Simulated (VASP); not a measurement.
Set up this calculation in VASP 6.6.1, as the native input.

| Item | Value |
| --- | --- |
| Task | single point |
| Functional | LDA |
| Potentials or basis | VASP PAW LDA potentials, release 64 (Na_pv, Cl) |
| Cutoff | 520 eV |
| k mesh | 8 × 8 × 8 |
| Occupations | gaussian, width 0.01 eV |
| Spin | no spin polarisation |
| Dipole correction | no |
| Further INCAR settings | ALGO = Normal; EDIFF = 1e-07; NBANDS = 14 |

The structure of NaCl lies in POSCAR:

```
NaCl
1.0
    2.7185332446      2.7185332446      0.0000000000
   -2.7185332446      2.7185332446      0.0000000000
    0.0000000000      2.7185332446      2.7389152935
Na Cl
1 1
Direct
    0.0000000000      0.0000000000      0.0000000000
    0.5000000000      0.5000000000      0.0000000000
```

This cell differs from its parent crystal: in-plane strain -0.005, then relaxed in part.

One way to write it, as run:

INCAR

```
SYSTEM = NaCl
  PREC = Accurate
  ENCUT = 520
  EDIFF = 1E-7
  ISMEAR = 0
  SIGMA = 0.01
  LREAL = .FALSE.
  LASPH = .TRUE.
  NELM = 60
  ALGO = Normal
  ISIF = 2
  LWAVE = .FALSE.
  LCHARG = .FALSE.
  GGA = CA
  NBANDS = 14
```

KPOINTS

```
regular mesh
0
G
  8 8 8
  0 0 0
```

Potentials or basis: VASP PAW LDA potentials, release 64 (Na_pv, Cl).

Command:

```sh
$ cat potpaw_LDA.64/Na_pv/POTCAR potpaw_LDA.64/Cl/POTCAR > POTCAR
$ mpirun -np 1 vasp_std > vasp.out
```

It gave:

The pressure is 0.3 GPa and the band gap on the k mesh is 5.11 eV, direct.

Caveat: the cell differs from its parent crystal (in-plane strain -0.005, then relaxed in part).

Wall time 64 s on 1 thread of AMD EPYC 7R13 (shared host), peak memory 0.13 GiB.
